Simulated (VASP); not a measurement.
# GaN (Fm-3m) in VASP: single point with LDA

Aim: the single point of GaN with LDA.

Everything below comes from runs of VASP 6.6.1. Logs are shortened: lines on timing, memory, paths and dates and some standing lists are left out, and cuts for length are marked.

### 1 The cell of the first run

Symmetry: Fm-3m, No. 225, cubic system. Conventional cell: a = 4.270 Å, b = 4.270 Å, c = 4.270 Å, α = 90.00°, β = 90.00°, γ = 90.00°. Within 2.8 Å of Ga (site symmetry m-3m) lie 6 N at 2.14 Å. Within 2.8 Å of N (site symmetry m-3m) lie 6 Ga at 2.14 Å.

### 2 Single point, LDA

File INCAR:

```
PREC     = Accurate       # precision mode
ENCUT    = 600            # plane-wave cutoff, eV
EDIFF    = 1E-6           # SCF threshold, eV
ISMEAR   = 0              # smearing method
SIGMA    = 0.01           # smearing width, eV
LREAL    = False          # projectors in reciprocal space
LASPH    = True           # aspherical terms in the spheres
NELM     = 120            # most SCF steps
ALGO     = Normal         # electronic algorithm
ISIF     = 2              # what is computed and relaxed
LWAVE    = False          # write WAVECAR
LCHARG   = True           # write CHGCAR
LELF     = True           # ELF
LVHAR    = True         
NBANDS   = 16             # bands
GGA_COMPAT= False
```

File KPOINTS:

```
regular mesh
0
Gamma
  5 5 5
```

File POSCAR:

```
GaN
1.0
    0.0000000000      2.1352350000      2.1352350000
    2.1352350000      0.0000000000      2.1352350000
    2.1352350000      2.1352350000      0.0000000000
Ga N
1 1
Direct
    0.0000000000      0.0000000000      0.0000000000
    0.5000000000      0.5000000000      0.5000000000
```

Potentials or basis: VASP PAW LDA potentials, release 64 (Ga_d, N).

Command:

```sh
> cat potpaw_LDA.64/Ga_d/POTCAR potpaw_LDA.64/N/POTCAR > POTCAR
> mpirun -np 1 vasp_std > vasp.out
```

OUTCAR:

```text
PREC = Accurate
   ENCUT = 600
   EDIFF = 1E-6
   ISMEAR = 0
   LREAL = False
   LASPH = True
   NELM = 120
   ISIF = 2

 ion  position               nearest neighbor table
   1  0.000  0.000  0.000-   2 2.14   2 2.14   2 2.14   2 2.14   2 2.14   2 2.14
   2  0.500  0.500  0.500-   1 2.14   1 2.14   1 2.14   1 2.14   1 2.14   1 2.14

  LATTYP: Found a face centered cubic cell.
 ALAT       =     4.2704700000

  Lattice vectors:

 A1 = (   0.0000000000,   2.1352350000,   2.1352350000)
 A2 = (   2.1352350000,   0.0000000000,   2.1352350000)
 A3 = (   2.1352350000,   2.1352350000,   0.0000000000)

Analysis of symmetry for initial positions (statically):
=====================================================================
 Subroutine PRICEL returns:
 Original cell was already a primitive cell.

 Routine SETGRP: Setting up the symmetry group for a
 face centered cubic supercell.

 Subroutine GETGRP returns: Found 48 space group operations
 (whereof 48 operations were pure point group operations)
 out of a pool of 48 trial point group operations.

The static configuration has the point symmetry O_h .

Analysis of symmetry for dynamics (positions and initial velocities):
=====================================================================
 Subroutine PRICEL returns:
 Original cell was already a primitive cell.

 Routine SETGRP: Setting up the symmetry group for a
 face centered cubic supercell.

 Subroutine GETGRP returns: Found 48 space group operations
 (whereof 48 operations were pure point group operations)
 out of a pool of 48 trial point group operations.

The dynamic configuration has the point symmetry O_h .

 Subroutine INISYM returns: Found 48 space group operations
 (whereof 48 operations are pure point group operations),
 and found     1 'primitive' translations

----------------------------------------------------------------------------------------

                                     Primitive cell

  volume of cell :      19.4700

  direct lattice vectors                    reciprocal lattice vectors
     0.000000000  2.135235000  2.135235000    -0.234166263  0.234166263  0.234166263
     2.135235000  0.000000000  2.135235000     0.234166263 -0.234166263  0.234166263
     2.135235000  2.135235000  0.000000000     0.234166263  0.234166263 -0.234166263

  length of vectors
     3.019678296  3.019678296  3.019678296     0.405587864  0.405587864  0.405587864

  position of ions in fractional coordinates (direct lattice)
     0.000000000  0.000000000  0.000000000
     0.500000000  0.500000000  0.500000000

  ion indices of the primitive-cell ions
   primitive index   ion index
                 1           1
                 2           2

----------------------------------------------------------------------------------------

 KPOINTS: regular mesh

Automatic generation of k-mesh.
 Grid dimensions read from file:
 generate k-points for:    5    5    5

 Generating k-lattice:

  Cartesian coordinates                     Fractional coordinates (reciprocal lattice)
    -0.046833253  0.046833253  0.046833253     0.200000000  0.000000000  0.000000000
     0.046833253 -0.046833253  0.046833253     0.000000000  0.200000000  0.000000000
     0.046833253  0.046833253 -0.046833253     0.000000000  0.000000000  0.200000000

  Length of vectors
     0.081117573  0.081117573  0.081117573

  Shift w.r.t. Gamma in fractional coordinates (k-lattice)
     0.000000000  0.000000000  0.000000000

 Subroutine IBZKPT returns following result:
 ===========================================

 Found     10 irreducible k-points:

 Following reciprocal coordinates:
            Coordinates               Weight
  0.000000  0.000000  0.000000      1.000000
  0.200000  0.000000  0.000000      8.000000
  0.400000  0.000000  0.000000      8.000000
  0.200000  0.200000  0.000000      6.000000
  0.400000  0.200000  0.000000     24.000000
 -0.400000  0.200000  0.000000     24.000000
 -0.200000  0.200000  0.000000     12.000000
  0.400000  0.400000  0.000000      6.000000
 -0.400000  0.400000  0.000000     12.000000
 -0.400000  0.400000  0.200000     24.000000
   k-points           NKPTS =     10   k-points in BZ     NKDIM =     10   number of bands    NBANDS=     16
   number of dos      NEDOS =    301   number of ions     NIONS =      2
   total plane-waves  NPLWV =  13824
   dimension x,y,z NGX =    24 NGY =   24 NGZ =   24
   dimension x,y,z NGXF=    48 NGYF=   48 NGZF=   48
   ions per type =               1   1
   NGX,Y,Z   is equivalent  to a cutoff of  13.21, 13.21, 13.21 a.u.
   NGXF,Y,Z  is equivalent  to a cutoff of  26.43, 26.43, 26.43 a.u.
 SYSTEM =  unknown system
   PREC   = accura    normal or accurate (medium, high low for compatibility)
   ISTART =      0    job   : 0-new  1-cont  2-samecut
   ICHARG =      2    charge: 1-file 2-atom 10-const
   ISPIN  =      1    spin polarized calculation?
   LNONCOLLINEAR =      F non collinear calculations
   LSORBIT =      F    spin-orbit coupling
   LASPH  =      T    aspherical Exc in radial PAW
   ENCUT  =  600.0 eV  44.10 Ry    6.64 a.u.   6.03  6.03  6.03*2*pi/ulx,y,z
   NELM   =    120;   NELMIN=  2; NELMDL= -5     # of ELM steps
   EDIFF  = 0.1E-05   stopping-criterion for ELM
   LREAL  =      F    real-space projection
   EDIFFG = 0.1E-04   stopping-criterion for IOM
   NSW    =      0    number of steps for IOM
   IBRION =     -1    ionic relax: 0-MD 1-quasi-New 2-CG
   NFREE  =      0    steps in history (QN), initial steepest desc. (CG)
   ISIF   =      2    stress and relaxation
   ISYM   =      2    0-nonsym 1-usesym 2-fastsym
   POTIM  = 0.5000    time-step for ionic-motion
   TEBEG  =    0.0;   TEEND  =   0.0 temperature during run
   PSTRESS=    0.0 pullay stress
   NELECT =      18.0000    total number of electrons
   NUPDOWN=      -1.0000    fix difference up-down
   EMIN   =  10.00;   EMAX   =-10.00  energy-range for DOS
   EFERMI =   0.00;   METHOD = LEGACY
   ISMEAR =     0;   SIGMA  =   0.01  broadening in eV -4-tet -1-fermi 0-gaus
   EFERMI_NEDOS =   21; number of points for ismear=-14 and -15
   IALGO  =     38    algorithm
   IMIX   =      4    mixing-type and parameters
     AMIX     =   0.40;   BMIX     =  1.00
     AMIX_MAG =   1.60;   BMIX_MAG =  1.00
  volume/ion in A,a.u.               =       9.74        65.70
  Fermi-wavevector in a.u.,A,eV,Ry     =   1.594814  3.013761 34.605481  2.543431
  Thomas-Fermi vector in A             =   2.692830
   LORBIT       =      0    0 simple, 1 ext, 2 COOP (PROOUT), +10 PAW based schemes
   GGA     = CA    functional components
   LHFCALC =     F    Hartree Fock is set to
   AEXX    =    0.0000 exact exchange contribution
   IVDW    =     0    specifies the selected vdW correction
   LEPSILON=     F    determine dielectric tensor
   LRPA    =     F    only Hartree local field effects (RPA)
 non-spin polarized calculation
 Gauss-broadening in eV      SIGMA  =   0.01
  energy-cutoff  :      600.00
  volume of cell :       19.47
 maximum number of plane-waves:       660
   NGX = 13   NGY = 13   NGZ = 13

 number of electron      18.0000005 magnetization

 Free energy of the ion-electron system (eV)
  ---------------------------------------------------
  ext. energy  EPLUGINS =         0.00000000
  ---------------------------------------------------
  free energy    TOTEN  =       -12.99510858 eV

  energy without entropy =      -12.99510858  energy(sigma->0) =      -12.99510858

 E-fermi :   7.3597     XC(G=0): -13.3003

 val. band max:        7.3005336781   @ k =  -0.2000   0.2000   0.0000
 cond. band min:       8.2447700268   @ k =   0.4000   0.4000   0.0000
 fundamental gap:      0.9442363487
 Fermi energy:         7.3596884341

 k-point     1 :       0.0000    0.0000    0.0000
  band No.  band energies     occupation
      1      -9.5807      2.00000
      2      -6.8344      2.00000
      3      -6.8344      2.00000
      4      -6.8344      2.00000
      5      -6.7440      2.00000
      6      -6.7440      2.00000
[... 8 lines left out ...]
     15      22.3777      0.00000
     16      22.3777      0.00000

 k-point     2 :       0.2000    0.0000    0.0000
  band No.  band energies     occupation
      1      -8.8328      2.00000
      2      -6.8560      2.00000
      3      -6.8436      2.00000
      4      -6.8436      2.00000
      5      -6.7414      2.00000
      6      -6.7414      2.00000
[... 8 lines left out ...]
     15      23.9599      0.00000
     16      23.9599      0.00000

 k-point     3 :       0.4000    0.0000    0.0000
  band No.  band energies     occupation
      1      -7.1732      2.00000
      2      -6.9513      2.00000
      3      -6.9513      2.00000
      4      -6.7653      2.00000
      5      -6.6410      2.00000
      6      -6.6410      2.00000
[... 8 lines left out ...]
     15      28.0250      0.00000
     16      28.0250      0.00000

 k-point     4 :       0.2000    0.2000    0.0000
  band No.  band energies     occupation
      1      -8.7039      2.00000
      2      -6.8918      2.00000
      3      -6.7617      2.00000
      4      -6.7574      2.00000
      5      -6.7574      2.00000
      6      -6.7085      2.00000
[... 8 lines left out ...]
     15      28.0770      0.00000
     16      28.0770      0.00000

 k-point     5 :       0.4000    0.2000    0.0000
  band No.  band energies     occupation
      1      -7.9372      2.00000
      2      -6.9187      2.00000
      3      -6.8076      2.00000
      4      -6.7589      2.00000
      5      -6.6228      2.00000
      6      -5.9724      2.00000
[... 8 lines left out ...]
     15      28.7507      0.00000
     16      30.1952      0.00000

 k-point     6 :      -0.4000    0.2000    0.0000
  band No.  band energies     occupation
      1      -7.6050      2.00000
      2      -6.9207      2.00000
      3      -6.8943      2.00000
      4      -6.7688      2.00000
      5      -6.6353      2.00000
      6      -5.2321      2.00000
[... 8 lines left out ...]
     15      27.6022      0.00000
     16      27.9518      0.00000

 k-point     7 :      -0.2000    0.2000    0.0000
  band No.  band energies     occupation
      1      -7.9357      2.00000
      2      -6.8887      2.00000
      3      -6.8885      2.00000
      4      -6.8644      2.00000
      5      -6.7352      2.00000
      6      -6.4050      2.00000
[... 8 lines left out ...]
     15      25.4642      0.00000
     16      27.7124      0.00000

 k-point     8 :       0.4000    0.4000    0.0000
  band No.  band energies     occupation
      1      -8.2551      2.00000
      2      -6.9855      2.00000
      3      -6.6510      2.00000
      4      -6.6035      2.00000
      5      -6.6035      2.00000
      6      -4.6330      2.00000
[... 8 lines left out ...]
     15      32.7501      0.00000
     16      34.4775      0.00000

 k-point     9 :      -0.4000    0.4000    0.0000
  band No.  band energies     occupation
      1      -8.1073      2.00000
      2      -6.9502      2.00000
      3      -6.7258      2.00000
      4      -6.6569      2.00000
      5      -6.5947      2.00000
      6      -3.8235      2.00000
[... 8 lines left out ...]
     15      31.0813      0.00000
     16      32.8406      0.00000

 k-point    10 :      -0.4000    0.4000    0.2000
  band No.  band energies     occupation
      1      -7.9400      2.00000
      2      -6.8797      2.00000
      3      -6.8335      2.00000
      4      -6.7405      2.00000
      5      -6.6040      2.00000
      6      -4.4503      2.00000
[... 8 lines left out ...]
     15      27.2053      0.00000
     16      33.8374      0.00000

------------------------ aborting loop because EDIFF is reached ----------------------------------------

  FORCE on cell =-STRESS in cart. coord.  units (eV):
  Direction    XX          YY          ZZ          XY          YZ          ZX
  --------------------------------------------------------------------------------------
  -------------------------------------------------------------------------------------
  Total       -1.5961441     -1.5961441     -1.5961441     -0.0000000     -0.0000000      0.0000000
  in kB     -131.3456324   -131.3456324   -131.3456324     -0.0000000     -0.0000000      0.0000000
  external PRESSURE =    -131.3456324 kB  Pullay stress =       0.0000000 kB

 VOLUME and BASIS-vectors are now :
 -----------------------------------------------------------------------------
  energy-cutoff  :      600.00
  volume of cell :       19.47
      direct lattice vectors                 reciprocal lattice vectors
     0.000000000  2.135235000  2.135235000    -0.234166263  0.234166263  0.234166263
     2.135235000  0.000000000  2.135235000     0.234166263 -0.234166263  0.234166263
     2.135235000  2.135235000  0.000000000     0.234166263  0.234166263 -0.234166263

 POSITION                                       TOTAL-FORCE (eV/Angst)
 -----------------------------------------------------------------------------------
      0.00000      0.00000      0.00000        -0.000000     -0.000000      0.000000
      2.13524      2.13524      2.13524         0.000000      0.000000     -0.000000
 -----------------------------------------------------------------------------------
    total drift:                                0.000000     -0.000000     -0.000000

  FREE ENERGIE OF THE ION-ELECTRON SYSTEM (eV)
  ---------------------------------------------------
  free  energy   TOTEN  =       -12.9951085812 eV

  energy  without entropy=      -12.9951085812  energy(sigma->0) =      -12.99510858
```

Wall time 7.8 s (1 thread of AMD EPYC 7R13, shared host); peak memory 0.1 GiB.

What came out:

| Item | Value |
| --- | --- |
| Free energy | -12.9951 eV |
| Pressure | -13.1 GPa |
| Band gap on the k mesh | 0.94 eV, indirect (least direct gap 2.43 eV) |

Levels at points of the mesh, in eV from the valence-band top:
| k point | band 6 | band 7 | band 8 | band 9 | band 10 | band 11 | band 12 | band 13 |
| --- | --- | --- | --- | --- | --- | --- | --- | --- |
| (0.00, 0.00, 0.00) | -14.04 | -0.47 | -0.47 | -0.47 | 1.96 | 14.47 | 14.47 | 14.47 |

Caveat: the k points lie up to 0.51 Å⁻¹ apart. LDA gaps usually lie below the measured ones, often by a third to a half.
